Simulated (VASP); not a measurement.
A run of VASP 6.6.1:

Contents of INCAR:

```
PREC = Accurate
ENCUT = 600
EDIFF = 1E-6
ISMEAR = -1
SIGMA = 0.02
LREAL = False
LASPH = True
NELM = 80
ALGO = Normal
ISIF = 3
LWAVE = False
LCHARG = False
GGA = PE
IBRION = 2
NSW = 80
EDIFFG = -0.005
```

KPOINTS

```
Automatic mesh
0
Gamma
  10 10 10
```

Contents of POSCAR:

```
MgO
1.0
    0.0000000000      2.0097810000      2.0097810000
    2.0097810000      0.0000000000      2.0097810000
    2.0097810000      2.0097810000      0.0000000000
Mg O
1 1
Direct
    0.0000000000      0.0000000000      0.0000000000
    0.5000000000      0.5000000000      0.5000000000
```

Potentials or basis: VASP PAW PBE potentials, release 64 (Mg, O).

Command:

```console
$ cat potpaw_PBE.64/Mg/POTCAR potpaw_PBE.64/O/POTCAR > POTCAR
$ mpirun -np 1 vasp_std > vasp.out
```

Hardware: 1 thread of Intel(R) Xeon(R) Platinum 8488C (Sapphire Rapids) (shared host).

Problem. How long does it take, and how much memory?

Solution. It took 14 s on 1 thread of Intel(R) Xeon(R) Platinum 8488C (Sapphire Rapids), on a shared host, peak memory 0.14 GiB. Counts: scf iterations 36, k points 47, ion steps 5.
